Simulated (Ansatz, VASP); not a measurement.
# Al: VASP beside Ansatz

The input POSCAR:

```
Al
1.0
    0.0000000000      2.0194648500      2.0194648500
    2.0194648500      0.0000000000      2.0194648500
    2.0194648500      2.0194648500      0.0000000000
Al
1
Direct
    0.0000000000      0.0000000000      0.0000000000
```

The input INCAR.step1:

```
PREC = Accurate
ENCUT = 600
ISMEAR = 0
SIGMA = 0.1
LREAL = F
LASPH = T
NELM = 80
GGA = PE
ALGO = Normal
EDIFF = 1E-4
LWAVE = T
LCHARG = F
```

File INCAR.step2:

```
PREC = Accurate
ENCUT = 600
EDIFF = 1E-7
ISMEAR = 0
SIGMA = 0.1
LREAL = F
LASPH = T
NELM = 80
ALGO = Normal
ISIF = 3
LWAVE = F
LCHARG = F
METAGGA = R2SCAN
LMIXTAU = T
IBRION = 2
NSW = 100
EDIFFG = -0.005
ISTART = 1
```

Contents of KPOINTS:

```
regular mesh
0
Gamma
  18 18 18
```

Input for Ansatz:

```yaml
crystal:
  lattice:
    - [0.0, 2.01946485, 2.01946485]
    - [2.01946485, 0.0, 2.01946485]
    - [2.01946485, 2.01946485, 0.0]
  atoms:
    - { symbol: Al, position: [0.0, 0.0, 0.0] }
basis:
  ecutwfc: 500
kpoints:
  mp_grid: { grid: [18, 18, 18] }
hamiltonian:
  xc: r2scan
scf:
  occupations: { method: gaussian, width: 0.1 }
output:
  forces: true
  stress: true
  eigenvalues: true
relax:
  adjacent_minimum: "off"
  f_tol: 0.005
  max_steps: 80
  cell: { stress_tol: 0.05 }
```

Alike in both runs: task relaxation of cell and atoms; functional r2SCAN; k mesh 18 × 18 × 18; occupations gaussian, width 0.1 eV; no spin polarisation.

|  | VASP | Ansatz |
| --- | --- | --- |
| version | VASP 6.6.1 | Ansatz 0.2.0 |
| potentials or method | VASP PAW PBE potentials, release 64 (Al), cutoff 600 eV | scalar-relativistic, plane waves, PAW |
| valence electrons in the cell | 3 | 3 |

|  | VASP | Ansatz | Ansatz less VASP |
| --- | --- | --- | --- |
| gap on the k mesh at the Fermi level, each at its own relaxed structure (eV) | none | none | - |
| relaxed volume (Å³/atom) | 15.84 | 15.91 | +0.071 |
| relaxed cell length with the largest relative difference (Å) | 2.819 | 2.823 | +0.0042 |

VASP's potentials were made for PBE, not for r2SCAN. A gap of «none» marks a metal or a gap that the smearing closes.
